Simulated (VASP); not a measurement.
AlGa3N4, 8 atoms in the cell. It takes space group R3m (No. 160, trigonal). Conventional cell: a = 6.469 Å, b = 6.469 Å, c = 7.386 Å, α = 90.00°, β = 90.00°, γ = 120.00°. Within 2.4 Å of Al (site symmetry 3m) lie 4 N at 1.81 to 1.93 Å. Ga (site symmetry m) has 4 N at 1.86 to 1.98 Å within 2.5 Å. Within 2.5 Å of N (site symmetry m) lie 3 Ga at 1.86 to 1.98 Å and 1 Al at 1.93 Å. Within 2.4 Å of N (site symmetry 3m) lie 1 Al at 1.81 Å and 3 Ga at 1.98 Å. 

```yaml
Program: VASP 6.6.1
Task: single point
Functional: LDA
Potentials_or_basis: VASP PAW LDA potentials, release 64 (Al, Ga_d, N)
Cutoff: 520 eV
k_mesh: 6 × 6 × 6
Occupations: gaussian, width 0.05 eV
Spin: no spin polarisation
Dipole_correction: no
Further_INCAR_settings: ALGO = Normal; EDIFF = 1e-06; NBANDS = 41
```

Potentials or basis: VASP PAW LDA potentials, release 64 (Al, Ga_d, N).

The run is started by

```sh
$ cat potpaw_LDA.64/Al/POTCAR potpaw_LDA.64/Ga_d/POTCAR potpaw_LDA.64/N/POTCAR > POTCAR
$ mpirun -np 1 vasp_std > vasp.out
```

Hardware: 1 thread of Intel Xeon 8259CL, on a shared host.

Problem. Estimate the wall time of this run.

Solution. Run time: 3.1 min on 1 thread of Intel Xeon 8259CL, on a shared host, peak memory 0.23 GiB. Counts: scf iterations 14, k points 32.
